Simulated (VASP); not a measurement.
# Si16Ge (a cell with a defect) in VASP: further runs

Runs on Si16Ge (a cell with a defect). Level: r2SCAN. Tasks: single point.

All numbers are computed with VASP 6.6.1; they aren't measurements. Logs are shortened: lines on timing, memory, paths and dates and some standing lists are left out, and cuts for length are marked.

## Step 1: The cell of the first run

The cell holds a defect, 17 atoms: a = 7.679 Å, b = 7.679 Å, c = 7.679 Å, α = 60.00°, β = 60.00°, γ = 60.00°.

## Step 2: Single point, r2SCAN

Contents of POSCAR:

```
Si16Ge
1.0
    0.0000000000      5.4300000000      5.4300000000
    5.4300000000      0.0000000000      5.4300000000
    5.4300000000      5.4300000000      0.0000000000
Si Ge
16 1
Direct
    0.0134132597      0.0136532228     -0.0400801105
    0.1184892265      0.1187306630      0.1177043278
    0.0010071823      0.0012467772      0.4879191529
    0.1382744936      0.1385133517      0.5853363720
   -0.0329967772      0.5160792818      0.0014627072
    0.1184883057      0.6457148250      0.1177028545
    0.0010098527      0.5104654696      0.4879157459
    0.1096918969      0.6306819521      0.6295813996
    0.5158395948     -0.0327558011      0.0014662983
    0.6454770718      0.1187267956      0.1177050645
    0.5102258748      0.0012485267      0.4879175875
    0.6304422652      0.1099295580      0.6295848066
    0.5158537753      0.5160883978      0.0014572744
    0.6053744936      0.6056111418      0.1840372928
    0.4789007366      0.4791397790      0.5634585635
    0.6304455801      0.6306837017      0.6295779926
    0.3270034991      0.3272432781      1.0191626151
```

Contents of INCAR.step1:

```
SYSTEM = Si16Ge
  PREC = Accurate
  ENCUT = 520
  ISMEAR = 0
  SIGMA = 0.05
  LREAL = Auto
  LASPH = .TRUE.
  NELM = 60
  NBANDS = 53
  GGA = PE
  ALGO = Normal
  EDIFF = 1E-4
  LWAVE = .TRUE.
  LCHARG = .FALSE.
```

Contents of INCAR.step2:

```
SYSTEM = Si16Ge
  PREC = Accurate
  ENCUT = 520
  EDIFF = 1E-6
  ISMEAR = 0
  SIGMA = 0.05
  LREAL = Auto
  LASPH = .TRUE.
  NELM = 60
  ALGO = Normal
  ISIF = 2
  LWAVE = .FALSE.
  LCHARG = .FALSE.
  METAGGA = R2SCAN
  LMIXTAU = .TRUE.
  NBANDS = 53
  ISTART = 1
```

Contents of KPOINTS:

```
regular mesh
0
G
  2 2 2
  0 0 0
```

Potentials or basis: VASP PAW PBE potentials, release 64 (Si, Ge_d).

Launch:

```bash
cat potpaw_PBE.64/Si/POTCAR potpaw_PBE.64/Ge_d/POTCAR > POTCAR
cp INCAR.step1 INCAR
mpirun -np 1 vasp_std > vasp.out
cp INCAR.step2 INCAR
mpirun -np 1 vasp_std > vasp.out
```

OUTCAR:

```text
SYSTEM = Si16Ge
   PREC = Accurate
   ENCUT = 520
   EDIFF = 1E-6
   ISMEAR = 0
   LREAL = Auto
   LASPH = .TRUE.
   NELM = 60
   ISIF = 2
   METAGGA = R2SCAN
   ISTART = 1

 ion  position               nearest neighbor table
   1  0.013  0.014  0.960-  10 2.32   2 2.32   6 2.32   4 2.35
   2  0.118  0.119  0.118-   1 2.32   3 2.32  17 2.42   5 2.50   9 2.50
   3  0.001  0.001  0.488-   2 2.32   8 2.33  12 2.33   4 2.34
   4  0.138  0.139  0.585-   3 2.34  11 2.34   7 2.34   1 2.35
   5  0.967  0.516  0.001-  14 2.30   8 2.34  17 2.44   2 2.50   6 2.50
   6  0.118  0.646  0.118-   1 2.32   7 2.32  17 2.42   5 2.50  13 2.50
   7  0.001  0.510  0.488-   6 2.32  16 2.33   8 2.33   4 2.34
   8  0.110  0.631  0.630-   7 2.33   3 2.33   5 2.34  15 2.35
   9  0.516  0.967  0.001-  14 2.30  12 2.34  17 2.44   2 2.50  10 2.50
  10  0.645  0.119  0.118-   1 2.32  11 2.32  17 2.42   9 2.50  13 2.50
  11  0.510  0.001  0.488-  10 2.32  16 2.33  12 2.33   4 2.34
  12  0.630  0.110  0.630-  11 2.33   3 2.33   9 2.34  15 2.35
  13  0.516  0.516  0.001-  14 2.30  16 2.34  17 2.44  10 2.50   6 2.50
  14  0.605  0.606  0.184-  13 2.30   5 2.30   9 2.30  15 2.38
  15  0.479  0.479  0.563-  16 2.35   8 2.35  12 2.35  14 2.38  17 2.86
  16  0.630  0.631  0.630-   7 2.33  11 2.33  13 2.34  15 2.35
  17  0.327  0.327  0.019-   6 2.42  10 2.42   2 2.42  13 2.44   9 2.44   5 2.44  15 2.86

  LATTYP: Found a face centered cubic cell.
 ALAT       =    10.8600000000

  Lattice vectors:

 A1 = (   0.0000000000,   5.4300000000,   5.4300000000)
 A2 = (   5.4300000000,   0.0000000000,   5.4300000000)
 A3 = (   5.4300000000,   5.4300000000,   0.0000000000)

Analysis of symmetry for initial positions (statically):
=====================================================================
 Subroutine PRICEL returns:
 Original cell was already a primitive cell.

 Routine SETGRP: Setting up the symmetry group for a
 face centered cubic supercell.

 Subroutine GETGRP returns: Found  2 space group operations
 (whereof  1 operations were pure point group operations)
 out of a pool of 48 trial point group operations.

The static configuration has the point symmetry C_1 .
 The point group associated with its full space group is C_1h.

Analysis of symmetry for dynamics (positions and initial velocities):
=====================================================================
 Subroutine PRICEL returns:
 Original cell was already a primitive cell.

 Routine SETGRP: Setting up the symmetry group for a
 face centered cubic supercell.

[... 116 lines left out ...]
   EDIFF  = 0.1E-05   stopping-criterion for ELM
   LREAL  =      T    real-space projection
   EDIFFG = 0.1E-04   stopping-criterion for IOM
   NSW    =      0    number of steps for IOM
[... 5 lines left out ...]
   TEBEG  =    0.0;   TEEND  =   0.0 temperature during run
   PSTRESS=    0.0 pullay stress
   NELECT =      78.0000    total number of electrons
   NUPDOWN=      -1.0000    fix difference up-down
   EMIN   =  10.00;   EMAX   =-10.00  energy-range for DOS
   EFERMI =   0.00;   METHOD = LEGACY
   ISMEAR =     0;   SIGMA  =   0.05  broadening in eV -4-tet -1-fermi 0-gaus
   EFERMI_NEDOS =   21; number of points for ismear=-14 and -15
   IALGO  =     38    algorithm
   IMIX   =      4    mixing-type and parameters
     AMIX     =   0.40;   BMIX     =  1.00
     AMIX_MAG =   1.60;   BMIX_MAG =  1.00
  volume/ion in A,a.u.               =      18.84       127.11
  Fermi-wavevector in a.u.,A,eV,Ry     =   1.022421  1.932096 14.222785  1.045345
  Thomas-Fermi vector in A             =   2.156100
   LORBIT       =      0    0 simple, 1 ext, 2 COOP (PROOUT), +10 PAW based schemes
   METAGGA = R2SCAN    functional components
   LHFCALC =     F    Hartree Fock is set to
   AEXX    =    0.0000 exact exchange contribution
   IVDW    =     0    specifies the selected vdW correction
   LEPSILON=     F    determine dielectric tensor
   LRPA    =     F    only Hartree local field effects (RPA)
 non-spin polarized calculation
 Gauss-broadening in eV      SIGMA  =   0.05
  energy-cutoff  :      520.00
  volume of cell :      320.21
 maximum number of plane-waves:      8646
 NGX is ok and might be reduce to    60
   NGX = 29   NGY = 29   NGZ = 29

 number of electron      78.0000002 magnetization

 Free energy of the ion-electron system (eV)
  ---------------------------------------------------
  ext. energy  EPLUGINS =         0.00000000
  ---------------------------------------------------
  free energy    TOTEN  =      -148.92876062 eV

  energy without entropy =     -148.92587022  energy(sigma->0) =     -148.92731542

 E-fermi :   6.7857     XC(G=0): -10.2528

 val. band max:        6.7135757638   @ k =   0.0000   0.5000   0.5000
 cond. band min:       6.8495540888   @ k =   0.0000   0.0000   0.0000
 fundamental gap:      0.1359783251
 Fermi energy:         6.7856549499

 k-point     1 :       0.0000    0.0000    0.0000
  band No.  band energies     occupation
      1     -18.7322      2.00000
      2     -18.7322      2.00000
      3     -18.5857      2.00000
      4     -18.5857      2.00000
      5     -18.5785      2.00000
      6      -7.1156      2.00000
[... 313 lines left out ...]
     50      10.6268      0.00000
     51      10.7973      0.00000
 [bands above 51 left out]

------------------------ aborting loop because EDIFF is reached ----------------------------------------

  FORCE on cell =-STRESS in cart. coord.  units (eV):
  Direction    XX          YY          ZZ          XY          YZ          ZX
  --------------------------------------------------------------------------------------
  -------------------------------------------------------------------------------------
  Total        9.5494677      9.5494677      9.5472663     -1.2340651      1.2336084      1.2336082
  in kB       47.7815531     47.7815531     47.7705383     -6.1747472      6.1724620      6.1724609
  external PRESSURE =      47.7778815 kB  Pullay stress =       0.0000000 kB

 VOLUME and BASIS-vectors are now :
 -----------------------------------------------------------------------------
  energy-cutoff  :      520.00
  volume of cell :      320.21
      direct lattice vectors                 reciprocal lattice vectors
     0.000000000  5.430000000  5.430000000    -0.092081031  0.092081031  0.092081031
     5.430000000  0.000000000  5.430000000     0.092081031 -0.092081031  0.092081031
     5.430000000  5.430000000  0.000000000     0.092081031  0.092081031 -0.092081031

 POSITION                                       TOTAL-FORCE (eV/Angst)
 -----------------------------------------------------------------------------------
      5.28650      5.28520      0.14697        -0.009651     -0.009651      0.011026
      1.28384      1.28253      1.28810        -0.002034     -0.002034     -0.009721
      2.65617      2.65487      0.01224        -0.000298     -0.000298     -0.004462
      3.93050      3.92921      1.50296         0.001791      0.001791     -0.001654
      2.81025      5.25877      8.05314         0.007255      0.001982     -0.007252
      4.14536      1.28252      4.14962         0.009429     -0.002551      0.002421
[... 9 lines left out ...]
      6.84322      6.84193      6.84793        -0.002425     -0.002425      0.012053
      1.88098      1.87968      3.55256         0.024817      0.024817     -0.025084
 -----------------------------------------------------------------------------------
    total drift:                                0.003476     -0.001543     -0.001569

  FREE ENERGIE OF THE ION-ELECTRON SYSTEM (eV)
  ---------------------------------------------------
  free  energy   TOTEN  =      -148.9287606171 eV

  energy  without entropy=     -148.9258702190  energy(sigma->0) =     -148.92731542
```

OUTCAR.step1:

```text
SYSTEM = Si16Ge
   PREC = Accurate
   ENCUT = 520
   ISMEAR = 0
   LREAL = Auto
   LASPH = .TRUE.
[... 578 lines left out ...]
      4.14536      1.28252      4.14962         0.119050     -0.063179      0.063053
[... 9 lines left out ...]
      6.84322      6.84193      6.84793        -0.010188     -0.010188      0.009989
      1.88098      1.87968      3.55256        -0.058398     -0.058398      0.058198
 -----------------------------------------------------------------------------------
    total drift:                                0.003787     -0.001685     -0.001574

  FREE ENERGIE OF THE ION-ELECTRON SYSTEM (eV)
  ---------------------------------------------------
  free  energy   TOTEN  =       -86.3291634266 eV

  energy  without entropy=      -86.3187623735  energy(sigma->0) =      -86.32396290
```

Wall time 4.7 min (1 thread of Intel Xeon 6975P-C (Granite Rapids), shared host); peak memory 0.55 GiB.

Results:

| Property | Result |
| --- | --- |
| Free energy | -148.9288 eV |
| Pressure | 4.8 GPa |
| Largest force | 0.043 eV/Å |
| Band gap on the k mesh | 0.14 eV |

Forces in eV/Å, atoms in the order of the input:
```
Si  -0.010 -0.010  0.011
Si  -0.002 -0.002 -0.010
Si   0.000  0.000 -0.004
Si   0.002  0.002 -0.002
Si   0.007  0.002 -0.007
Si   0.009 -0.003  0.002
Si   0.004 -0.001  0.000
Si  -0.001 -0.013  0.002
Si   0.002  0.007 -0.007
Si  -0.003  0.009  0.002
Si  -0.001  0.004  0.000
Si  -0.013 -0.001  0.002
Si   0.007  0.007 -0.002
Si  -0.018 -0.018  0.017
Si  -0.007 -0.007  0.008
Si  -0.002 -0.002  0.012
Ge   0.025  0.025 -0.025
```

Caveat: the k points lie up to 0.50 Å⁻¹ apart; the PAW data sets were made with another functional, which shifts forces and pressure a little.

(Part 1 of 2 ends here.)
